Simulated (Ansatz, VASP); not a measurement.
GaSb in VASP and in Ansatz

Contents of INCAR:

```
SYSTEM = GaSb
PREC = Accurate ; ENCUT = 520
EDIFF = 1E-6 ; ISMEAR = -1
SIGMA = 0.15 ; LREAL = .False.
LASPH = .True. ; NELM = 60
ALGO = Normal ; ISIF = 2
LWAVE = .False. ; LCHARG = .False.
GGA = PE ; NBANDS = 16
```

File KPOINTS:

```
Automatic mesh
0
Gamma
  12 12 12
  0 0 0
```

File POSCAR:

```
GaSb
1.0
    0.0000000000      3.1283881401      3.1283881401
    3.1283881401      0.0000000000      3.1283881401
    3.1283881401      3.1283881401      0.0000000000
Ga Sb
1 1
Direct
    0.0000000000      0.0000000000      0.0000000000
    0.7500000000      0.7500000000      0.7500000000
```

Input for Ansatz:

```yaml
crystal:
  lattice:
    - [0.0, 3.1283881401, 3.1283881401]
    - [3.1283881401, 0.0, 3.1283881401]
    - [3.1283881401, 3.1283881401, 0.0]
  atoms:
    - { symbol: Ga, position: [0.0, 0.0, 0.0] }
    - { symbol: Sb, position: [0.75, 0.75, 0.75] }
basis:
  ecutwfc: 420
kpoints:
  mp_grid: { grid: [12, 12, 12] }
hamiltonian:
  xc: pbe
scf:
  occupations: { method: fermi_dirac, width: 0.15 }
output:
  forces: true
  stress: true
  eigenvalues: true
```

Alike in both runs: task single point; functional PBE; k mesh 12 × 12 × 12; occupations fermi-dirac, width 0.15 eV; no spin polarisation.

```csv
,VASP,Ansatz
version,VASP 6.6.1,Ansatz 0.2.0
potentials or method,"VASP PAW PBE potentials, release 64 (Ga_d, Sb), cutoff 520 eV","scalar-relativistic, plane waves, PAW"
valence electrons in the cell,18,28
```

|  | VASP | Ansatz | Ansatz less VASP |
| --- | --- | --- | --- |
| gap on the k mesh at the Fermi level (eV) | none | none | - |
| pressure (GPa) | -0.8 | -0.8 | -0.07 |

A gap of «none» marks a metal or a gap that the smearing closes. VASP's potentials hold 18 valence electrons a cell and Ansatz's 28, so a difference there can come from the potentials and not from the codes.

Spin-orbit coupling is off throughout.
